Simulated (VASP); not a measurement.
Crystal: SrO.

```
CELL_PARAMETERS angstrom
0.00000 2.57989 2.57989
2.57989 0.00000 2.57989
2.57989 2.57989 0.00000
ATOMIC_POSITIONS crystal
Sr 0.50000 0.50000 0.50000
O 0.00000 0.00000 0.00000
```

Base run:

| Quantity | Value |
| --- | --- |
| Program | VASP 6.6.1 |
| Functional | PBEsol |
| Dispersion | D4 |
| Potentials or basis | VASP PAW PBE potentials, release 64 (Sr_sv, O) |
| Cutoff | 520 eV |
| k mesh | 6 × 6 × 6 |
| Occupations | gaussian, width 0.01 eV |
| Spin | no spin polarisation |

Its results: band gap on the k mesh 3.16 eV (least direct gap 3.26 eV); pressure -2.4 GPa.

Problem. The run is repeated on the same cell with these changes: dispersion from D4 to none; further incar settings from ALGO = Normal; EDIFF = 1e-06; NBANDS = 15 to ALGO = Normal; EDIFF = 1e-07; NBANDS = 15. What comes out?

Solution. Band gap on the k mesh 3.16 eV (least direct gap 3.26 eV); pressure -1.4 GPa.

Caveats: the PAW data sets were made with another functional, which shifts forces and pressure a little.

A k mesh can miss the band edges.
